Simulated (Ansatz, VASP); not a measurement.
# Two plane-wave programs on Ba2SeO

File POSCAR:

```
Ba2SeO
1.0
    4.4010517887      0.0000000000      0.0000000000
    0.0000000000      4.4010517887      0.0000000000
    0.0000000000      0.0000000000      6.2351468621
O Ba Se
1 2 1
Direct
    0.0000000000      0.0000000000      0.0000000000
    0.0000000000      0.0000000000      0.5000000000
    0.5000000000      0.5000000000      0.0000000000
    0.5000000000      0.5000000000      0.5000000000
```

The input INCAR.step1:

```
ALGO = Normal
EDIFF = 1E-4
ENCUT = 520
GGA = PE
ISMEAR = 0
LASPH = T
LCHARG = F
LREAL = F
LWAVE = T
NBANDS = 24
NELM = 100
PREC = Accurate
SIGMA = 0.01
```

Contents of INCAR.step2:

```
ALGO = Normal
EDIFF = 1E-6
ENCUT = 520
ISIF = 2
ISMEAR = 0
ISTART = 1
LASPH = T
LCHARG = T
LELF = T
LMIXTAU = T
LREAL = F
LVHAR = T
LWAVE = F
METAGGA = R2SCAN
NBANDS = 24
NELM = 100
PREC = Accurate
SIGMA = 0.01
```

KPOINTS

```
k-points
0
Gamma
  6 6 4
```

Input for Ansatz:

```yaml
crystal:
  lattice:
    - [4.4010517887, 0.0, 0.0]
    - [0.0, 4.4010517887, 0.0]
    - [0.0, 0.0, 6.2351468621]
  atoms:
    - { symbol: O, position: [0.0, 0.0, 0.0] }
    - { symbol: Ba, position: [0.0, 0.0, 0.5] }
    - { symbol: Se, position: [0.5, 0.5, 0.5] }
    - { symbol: Ba, position: [0.5, 0.5, 0.0] }
kpoints:
  mp_grid: { grid: [6, 6, 4] }
  band_path:
    path:
      - [0.0, 0.0, 0.0]
      - [0.0, 0.5, 0.0]
      - [0.5, 0.5, 0.0]
      - [0.0, 0.0, 0.5]
      - [0.0, 0.5, 0.5]
      - [0.5, 0.5, 0.5]
    npoints: 1
hamiltonian:
  xc: r2scan
scf:
  occupations: { method: fixed }
  n_extra_bands: 5
output:
  forces: true
  stress: true
  eigenvalues: true
```

Alike in both runs: task single point; functional r2SCAN; k mesh 6 × 6 × 4; no spin polarisation.

|  | VASP | Ansatz |
| --- | --- | --- |
| version | VASP 6.6.1 | Ansatz 0.2.0 |
| potentials or method | VASP PAW PBE potentials, release 64 (O, Ba_sv, Se) | plane waves, PAW |
| plane-wave cutoff (eV) | 520 | 500 |
| occupations | gaussian, width 0.01 eV | fixed |
| valence electrons in the cell | 32 | 42 |

VASP gave:

| Property | Result |
| --- | --- |
| gap on the k mesh at the Fermi level (eV) | 1.75 |
| pressure (GPa) | 0.7 |

Q: Estimate Ansatz's values.

A: gap on the k mesh at the Fermi level (eV): 1.81; pressure (GPa): 0.0.

VASP's potentials were made for PBE, not for r2SCAN. VASP's potentials hold 32 valence electrons a cell and Ansatz's 42, so a difference there can come from the potentials and not from the codes.

Neither program's run includes spin-orbit coupling.
